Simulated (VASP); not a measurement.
# NaCl (Fm-3m) in VASP: notebook

Runs on NaCl. Level: PBEsol. Tasks: single point.

All numbers are computed with VASP 6.6.1; they aren't measurements. Logs are shortened: lines on timing, memory, paths and dates and some standing lists are left out, and cuts for length are marked.

### Step 1. The cell of the first run

It takes space group Fm-3m (No. 225, cubic). The conventional cell has a = 5.602 Å, b = 5.602 Å, c = 5.602 Å, α = 90.00°, β = 90.00°, γ = 90.00°. Within 3.7 Å of Na (site symmetry m-3m) lie 6 Cl at 2.80 Å. Cl (site symmetry m-3m) has 6 Na at 2.80 Å within 3.7 Å.

### Step 2. Single point, PBEsol

INCAR

```
SYSTEM = NaCl
  PREC = Accurate
  ENCUT = 520
  EDIFF = 1E-6
  ISMEAR = 0
  SIGMA = 0.05
  LREAL = .False.
  LASPH = .True.
  NELM = 80
  ALGO = Normal
  ISIF = 2
  LWAVE = .False.
  LCHARG = .False.
  GGA = PS
  NBANDS = 14
```

KPOINTS

```
regular mesh
0
Gamma
  10 10 10
  0 0 0
```

POSCAR

```
NaCl
1.0
    0.0000000000      2.8008273077      2.8008273077
    2.8008273077      0.0000000000      2.8008273077
    2.8008273077      2.8008273077      0.0000000000
Na Cl
1 1
Direct
    0.0000000000      0.0000000000      0.0000000000
    0.5000000000      0.5000000000      0.5000000000
```

Potentials or basis: VASP PAW PBE potentials, release 64 (Na_pv, Cl).

On the command line:

```bash
$ cat potpaw_PBE.64/Na_pv/POTCAR potpaw_PBE.64/Cl/POTCAR > POTCAR
$ mpirun -np 1 vasp_std > vasp.out
```

OUTCAR:

```text
SYSTEM = NaCl
   PREC = Accurate
   ENCUT = 520
   EDIFF = 1E-6
   ISMEAR = 0
   LREAL = .False.
   LASPH = .True.
   NELM = 80
   ISIF = 2
   GGA = PS

 ion  position               nearest neighbor table
   1  0.000  0.000  0.000-
   2  0.500  0.500  0.500-

  LATTYP: Found a face centered cubic cell.
 ALAT       =     5.6016546154

  Lattice vectors:

 A1 = (   0.0000000000,   2.8008273077,   2.8008273077)
 A2 = (   2.8008273077,   0.0000000000,   2.8008273077)
 A3 = (   2.8008273077,   2.8008273077,   0.0000000000)

Analysis of symmetry for initial positions (statically):
=====================================================================
 Subroutine PRICEL returns:
 Original cell was already a primitive cell.

 Routine SETGRP: Setting up the symmetry group for a
 face centered cubic supercell.

 Subroutine GETGRP returns: Found 48 space group operations
 (whereof 48 operations were pure point group operations)
 out of a pool of 48 trial point group operations.

The static configuration has the point symmetry O_h .

Analysis of symmetry for dynamics (positions and initial velocities):
=====================================================================
 Subroutine PRICEL returns:
 Original cell was already a primitive cell.

 Routine SETGRP: Setting up the symmetry group for a
 face centered cubic supercell.

 Subroutine GETGRP returns: Found 48 space group operations
 (whereof 48 operations were pure point group operations)
 out of a pool of 48 trial point group operations.

The dynamic configuration has the point symmetry O_h .

 Subroutine INISYM returns: Found 48 space group operations
 (whereof 48 operations are pure point group operations),
 and found     1 'primitive' translations

----------------------------------------------------------------------------------------

                                     Primitive cell

  volume of cell :      43.9429

  direct lattice vectors                    reciprocal lattice vectors
     0.000000000  2.800827308  2.800827308    -0.178518682  0.178518682  0.178518682
     2.800827308  0.000000000  2.800827308     0.178518682 -0.178518682  0.178518682
     2.800827308  2.800827308  0.000000000     0.178518682  0.178518682 -0.178518682

  length of vectors
     3.960967964  3.960967964  3.960967964     0.309203428  0.309203428  0.309203428

  position of ions in fractional coordinates (direct lattice)
     0.000000000  0.000000000  0.000000000
     0.500000000  0.500000000  0.500000000

  ion indices of the primitive-cell ions
   primitive index   ion index
                 1           1
                 2           2

----------------------------------------------------------------------------------------

 KPOINTS: regular mesh

Automatic generation of k-mesh.
 Grid dimensions read from file:
 generate k-points for:   10   10   10

 Generating k-lattice:

  Cartesian coordinates                     Fractional coordinates (reciprocal lattice)
    -0.017851868  0.017851868  0.017851868     0.100000000  0.000000000  0.000000000
     0.017851868 -0.017851868  0.017851868     0.000000000  0.100000000  0.000000000
     0.017851868  0.017851868 -0.017851868     0.000000000  0.000000000  0.100000000

  Length of vectors
     0.030920343  0.030920343  0.030920343

  Shift w.r.t. Gamma in fractional coordinates (k-lattice)
     0.000000000  0.000000000  0.000000000

 Subroutine IBZKPT returns following result:
 ===========================================

 Found     47 irreducible k-points:

 Following reciprocal coordinates:
            Coordinates               Weight
  0.000000  0.000000  0.000000      1.000000
  0.100000  0.000000  0.000000      8.000000
  0.200000  0.000000  0.000000      8.000000
  0.300000  0.000000  0.000000      8.000000
  0.400000  0.000000  0.000000      8.000000
  0.500000  0.000000  0.000000      4.000000
[... 16 lines left out ...]
  0.300000  0.300000  0.000000      6.000000
  0.400000  0.300000  0.000000     24.000000
 [... further k-points ...]
   k-points           NKPTS =     47   k-points in BZ     NKDIM =     47   number of bands    NBANDS=     14
   number of dos      NEDOS =    301   number of ions     NIONS =      2
   total plane-waves  NPLWV =  27000
   dimension x,y,z NGX =    30 NGY =   30 NGZ =   30
   dimension x,y,z NGXF=    60 NGYF=   60 NGZF=   60
   ions per type =               1   1
   NGX,Y,Z   is equivalent  to a cutoff of  12.59, 12.59, 12.59 a.u.
   NGXF,Y,Z  is equivalent  to a cutoff of  25.18, 25.18, 25.18 a.u.
 SYSTEM =  NaCl
   PREC   = accura    normal or accurate (medium, high low for compatibility)
   ISTART =      0    job   : 0-new  1-cont  2-samecut
   ICHARG =      2    charge: 1-file 2-atom 10-const
   ISPIN  =      1    spin polarized calculation?
   LNONCOLLINEAR =      F non collinear calculations
   LSORBIT =      F    spin-orbit coupling
   LASPH  =      T    aspherical Exc in radial PAW
   ENCUT  =  520.0 eV  38.22 Ry    6.18 a.u.   7.36  7.36  7.36*2*pi/ulx,y,z
   NELM   =     80;   NELMIN=  2; NELMDL= -5     # of ELM steps
   EDIFF  = 0.1E-05   stopping-criterion for ELM
   LREAL  =      F    real-space projection
   EDIFFG = 0.1E-04   stopping-criterion for IOM
   NSW    =      0    number of steps for IOM
   IBRION =     -1    ionic relax: 0-MD 1-quasi-New 2-CG
   NFREE  =      0    steps in history (QN), initial steepest desc. (CG)
   ISIF   =      2    stress and relaxation
   ISYM   =      2    0-nonsym 1-usesym 2-fastsym
   POTIM  = 0.5000    time-step for ionic-motion
   TEBEG  =    0.0;   TEEND  =   0.0 temperature during run
   PSTRESS=    0.0 pullay stress
   NELECT =      14.0000    total number of electrons
   NUPDOWN=      -1.0000    fix difference up-down
   EMIN   =  10.00;   EMAX   =-10.00  energy-range for DOS
   EFERMI =   0.00;   METHOD = LEGACY
   ISMEAR =     0;   SIGMA  =   0.05  broadening in eV -4-tet -1-fermi 0-gaus
   EFERMI_NEDOS =   21; number of points for ismear=-14 and -15
   IALGO  =     38    algorithm
   IMIX   =      4    mixing-type and parameters
     AMIX     =   0.40;   BMIX     =  1.00
     AMIX_MAG =   1.60;   BMIX_MAG =  1.00
  volume/ion in A,a.u.               =      21.97       148.27
  Fermi-wavevector in a.u.,A,eV,Ry     =   1.118119  2.112938 17.009855  1.250189
  Thomas-Fermi vector in A             =   2.254747
   LORBIT       =      0    0 simple, 1 ext, 2 COOP (PROOUT), +10 PAW based schemes
   GGA     = PS    functional components
   LHFCALC =     F    Hartree Fock is set to
   AEXX    =    0.0000 exact exchange contribution
   IVDW    =     0    specifies the selected vdW correction
   LEPSILON=     F    determine dielectric tensor
   LRPA    =     F    only Hartree local field effects (RPA)
 non-spin polarized calculation
 Gauss-broadening in eV      SIGMA  =   0.05
  energy-cutoff  :      520.00
  volume of cell :       43.94
 maximum number of plane-waves:      1243
 NGX is ok and might be reduce to    30
   NGX = 15   NGY = 15   NGZ = 15

 number of electron      14.0000004 magnetization

 Free energy of the ion-electron system (eV)
  ---------------------------------------------------
  ext. energy  EPLUGINS =         0.00000000
  ---------------------------------------------------
  free energy    TOTEN  =        -6.99828558 eV

  energy without entropy =       -6.99828558  energy(sigma->0) =       -6.99828558

 E-fermi :  -0.3835     XC(G=0):  -8.4240

 val. band max:       -0.6656998745   @ k =   0.0000   0.0000   0.0000
 cond. band min:       4.3416217144   @ k =   0.0000   0.0000   0.0000
 fundamental gap:      5.0073215890
 Fermi energy:        -0.3835103980

 k-point     1 :       0.0000    0.0000    0.0000
  band No.  band energies     occupation
      1     -21.2792      2.00000
      2     -21.2792      2.00000
      3     -21.2792      2.00000
      4     -13.3575      2.00000
      5      -0.6657      2.00000
      6      -0.6657      2.00000
      7      -0.6657      2.00000
      8       4.3416      0.00000
      9      10.3513      0.00000
     10      10.3513      0.00000
     11      10.3513      0.00000
     12      12.5990      0.00000
     13      12.5990      0.00000
     14      14.0058      0.00000

 k-point     2 :       0.1000    0.0000    0.0000
  band No.  band energies     occupation
      1     -21.2824      2.00000
      2     -21.2794      2.00000
      3     -21.2794      2.00000
      4     -13.3242      2.00000
      5      -0.9294      2.00000
      6      -0.6941      2.00000
      7      -0.6941      2.00000
      8       4.6841      0.00000
      9       9.9469      0.00000
     10      10.4877      0.00000
     11      10.4877      0.00000
     12      12.4026      0.00000
     13      12.4026      0.00000
     14      14.7156      0.00000

 k-point     3 :       0.2000    0.0000    0.0000
  band No.  band energies     occupation
      1     -21.2909      2.00000
      2     -21.2800      2.00000
      3     -21.2800      2.00000
      4     -13.2354      2.00000
      5      -1.5157      2.00000
      6      -0.7669      2.00000
      7      -0.7669      2.00000
      8       5.4498      0.00000
      9       9.3729      0.00000
     10      10.6873      0.00000
     11      10.6873      0.00000
     12      12.3037      0.00000
     13      12.3037      0.00000
     14      15.1825      0.00000
[... 324 lines left out ...]
 k-point    23 :       0.3000    0.3000    0.0000
  band No.  band energies     occupation
      1     -21.2966      2.00000
      2     -21.2852      2.00000
      3     -21.2852      2.00000
      4     -13.0732      2.00000
      5      -2.0284      2.00000
      6      -1.0962      2.00000
      7      -1.0962      2.00000
      8       6.7828      0.00000
      9       7.8994      0.00000
     10       9.8382      0.00000
     11      12.2681      0.00000
     12      12.2681      0.00000
     13      13.7567      0.00000
     14      18.4673      0.00000

 k-point    24 :       0.4000    0.3000    0.0000
  band No.  band energies     occupation
      1     -21.2999      2.00000
      2     -21.2869      2.00000
      3     -21.2861      2.00000
      4     -13.0100      2.00000
      5      -2.2159      2.00000
      6      -1.2481      2.00000
      7      -1.1655      2.00000
      8       7.1036      0.00000
      9       7.7617      0.00000
     10       9.7027      0.00000
     11      12.3768      0.00000
     12      12.9565      0.00000
     13      14.5720      0.00000
     14      17.3691      0.00000

 [... further k-points ...]
[... 5 lines left out ...]
  --------------------------------------------------------------------------------------
  -------------------------------------------------------------------------------------
  Total        0.0074906      0.0074906      0.0074906     -0.0000000     -0.0000000      0.0000000
  in kB        0.2731103      0.2731103      0.2731103     -0.0000000     -0.0000000      0.0000000
  external PRESSURE =       0.2731103 kB  Pullay stress =       0.0000000 kB

 VOLUME and BASIS-vectors are now :
 -----------------------------------------------------------------------------
  energy-cutoff  :      520.00
  volume of cell :       43.94
      direct lattice vectors                 reciprocal lattice vectors
     0.000000000  2.800827308  2.800827308    -0.178518682  0.178518682  0.178518682
     2.800827308  0.000000000  2.800827308     0.178518682 -0.178518682  0.178518682
     2.800827308  2.800827308  0.000000000     0.178518682  0.178518682 -0.178518682

 POSITION                                       TOTAL-FORCE (eV/Angst)
 -----------------------------------------------------------------------------------
      0.00000      0.00000      0.00000         0.000000      0.000000      0.000000
      2.80083      2.80083      2.80083        -0.000000     -0.000000     -0.000000
 -----------------------------------------------------------------------------------
    total drift:                               -0.000000      0.000000      0.000000

  FREE ENERGIE OF THE ION-ELECTRON SYSTEM (eV)
  ---------------------------------------------------
  free  energy   TOTEN  =        -6.9982855783 eV

  energy  without entropy=       -6.9982855783  energy(sigma->0) =       -6.99828558
```

Wall time 16 s (1 thread of Intel Xeon Platinum 8375C at 2.90GHz (Ice Lake), shared host); peak memory 0.17 GiB.

Results:

```yaml
Free_energy: -6.9983 eV
Pressure: 0.0 GPa
Band_gap_on_the_k_mesh: 5.01 eV, direct
```

Levels at points of the mesh, in eV from the valence-band top:
| k point | band 5 | band 6 | band 7 | band 8 | band 9 | band 10 |
| --- | --- | --- | --- | --- | --- | --- |
| (0.00, 0.00, 0.00) | 0.00 | 0.00 | 0.00 | 5.01 | 11.02 | 11.02 |
| (0.50, 0.00, 0.00) | -2.04 | -0.28 | -0.28 | 7.11 | 10.66 | 10.91 |
| (0.50, 0.50, 0.00) | -1.76 | -0.63 | -0.63 | 7.49 | 7.87 | 11.27 |

Caveat: the PAW data sets were made with another functional, which shifts forces and pressure a little. As with any semilocal functional, this PBEsol gap is likely too small.

### Step 3. Single point, PBEsol

This run uses another cell than the first one, of 22.93 Å³/atom, 1.044 times its volume.

INCAR

```
SYSTEM = NaCl
  ALGO = Normal
  EDIFF = 1E-7
  ENCUT = 520
  GGA = PS
  ISIF = 2
  ISMEAR = 0
  LASPH = .True.
  LCHARG = .True.
  LELF = .True.
  LREAL = .False.
  LVHAR = .True.
  LWAVE = .False.
  NBANDS = 14
  NELM = 60
  PREC = Accurate
  SIGMA = 0.05
```

KPOINTS

```
k-points
0
Gamma
  10 10 10
  0 0 0
```

POSCAR

```
NaCl
1.0
    0.0000000000      2.8411578764      2.8411578764
    2.8411578764      0.0000000000      2.8411578764
    2.8411578764      2.8411578764      0.0000000000
Na Cl
1 1
Direct
    0.0000000000      0.0000000000      0.0000000000
    0.5000000000      0.5000000000      0.5000000000
```

Potentials or basis: VASP PAW PBE potentials, release 64 (Na_pv, Cl).

On the command line:

```bash
$ cat potpaw_PBE.64/Na_pv/POTCAR potpaw_PBE.64/Cl/POTCAR > POTCAR
$ mpirun -np 1 vasp_std > vasp.out
```

Run time: 20 s. Hardware: 1 thread of Intel Xeon Platinum 8375C at 2.90GHz (Ice Lake), shared host; peak memory 0.17 GiB.

It converged, with:

```yaml
Free_energy: -6.9928 eV
Pressure: -1.0 GPa
Band_gap_on_the_k_mesh: 4.85 eV, direct
```

Levels at points of the mesh, in eV from the valence-band top:
```csv
k point,band 4,band 5,band 6,band 7,band 8,band 9,band 10,band 11
"(0.00, 0.00, 0.00)",-12.59,0.00,0.00,0.00,4.85,10.97,10.97,10.97
"(0.50, 0.00, 0.00)",-12.27,-1.90,-0.26,-0.26,7.04,10.32,10.81,10.81
"(0.50, 0.50, 0.00)",-12.22,-1.64,-0.59,-0.59,7.37,7.91,10.97,14.42
```

Caveat: the PAW data sets were made with another functional, which shifts forces and pressure a little. A k mesh can miss the band edges.

### Step 4. Single point, PBEsol

This run uses another cell than the first one, of 22.78 Å³/atom, 1.037 times its volume.

INCAR

```
PREC = Accurate ; ENCUT = 520
EDIFF = 1E-7 ; ISMEAR = 0
SIGMA = 0.05 ; LREAL = False
LASPH = True ; NELM = 100
ALGO = Normal ; ISIF = 2
LWAVE = False ; LCHARG = True
GGA = PS ; LELF = True
LVHAR = True ; NBANDS = 14
```

KPOINTS

```
Automatic mesh
0
Gamma
  10 10 10
```

POSCAR

```
NaCl
1.0
    0.0000000000      2.8348423043      2.8348423043
    2.8348423043      0.0000000000      2.8348423043
    2.8348423043      2.8348423043      0.0000000000
Na Cl
1 1
Direct
    0.0000000000      0.0000000000      0.0000000000
    0.5000000000      0.5000000000      0.5000000000
```

On the command line:

```bash
$ cat potpaw_PBE.64/Na_pv/POTCAR potpaw_PBE.64/Cl/POTCAR > POTCAR
$ mpirun -np 1 vasp_std > vasp.out
```

Run time: 20 s. Hardware: 1 thread of Intel Xeon Platinum 8375C at 2.90GHz (Ice Lake), shared host; peak memory 0.17 GiB.

Results (log left out):

| Quantity | Value |
| --- | --- |
| Free energy | -6.9944 eV |
| Pressure | -0.8 GPa |
| Band gap on the k mesh | 4.88 eV, direct |

Levels at points of the mesh, in eV from the valence-band top:
| k point | band 5 | band 6 | band 7 | band 8 | band 9 | band 10 |
| --- | --- | --- | --- | --- | --- | --- |
| (0.00, 0.00, 0.00) | 0.00 | 0.00 | 0.00 | 4.88 | 10.98 | 10.98 |
| (0.50, 0.00, 0.00) | -1.92 | -0.26 | -0.26 | 7.05 | 10.38 | 10.82 |
| (0.50, 0.50, 0.00) | -1.66 | -0.59 | -0.59 | 7.39 | 7.91 | 11.02 |

Caveat: the PAW data sets were made with another functional, which shifts forces and pressure a little.

### Step 5. The runs side by side

| cell | gap on the mesh (eV) | pressure (GPa) |
| --- | --- | --- |
| a = 3.961 Å, angles 60.0°, 2 atoms | 5.01 | 0.0 |
| a = 4.018 Å, angles 60.0°, 2 atoms | 4.85 | -1.0 |
| a = 4.009 Å, angles 60.0°, 2 atoms | 4.88 | -0.8 |

Alike in all rows: task single point; level PBEsol; potentials or basis VASP PAW PBE potentials, release 64 (Na_pv, Cl); no spin polarisation; k mesh 10 × 10 × 10; cutoff (eV) 520; smearing gaussian 0.05 eV.

Caveats: the PAW data sets were made with another functional, which shifts forces and pressure a little.

Absolute energies hang on the potentials; compare differences alone.
